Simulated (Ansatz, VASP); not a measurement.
**Pb in VASP and in Ansatz**

```
Pb
1.0
     3.40645    0.00000    0.00000
    -1.70323    2.95008    0.00000
     0.00000    0.00000   11.06183
Pb
4
Direct
  0.00000 0.00000 0.00000
  0.00000 0.00000 0.50000
  0.33333 0.66667 0.25000
  0.66667 0.33333 0.75000
```

Alike in both runs: task single point; functional LDA; k mesh 12 × 12 × 4; occupations fermi-dirac, width 0.1 eV; no spin polarisation.

|  | VASP | Ansatz |
| --- | --- | --- |
| version | VASP 6.6.1 | Ansatz 0.2.0 |
| potentials or method | VASP PAW LDA potentials, release 64 (Pb_d), cutoff 520 eV | plane waves (420 eV) with PAW, scalar-relativistic |
| valence electrons in the cell | 56 | 56 |

```csv
,VASP,Ansatz,Ansatz less VASP
pressure (GPa),2.6,2.6,-0.08
"traceless stress, the component that is largest in VASP (GPa)",0.39,0.39,-0.009
```

Ansatz warns that its potentials were made for another functional, while VASP's fit it. LDA's correlation is that of Perdew and Zunger in VASP and of Perdew and Wang (1992) in Ansatz.

Neither program's run includes spin-orbit coupling.
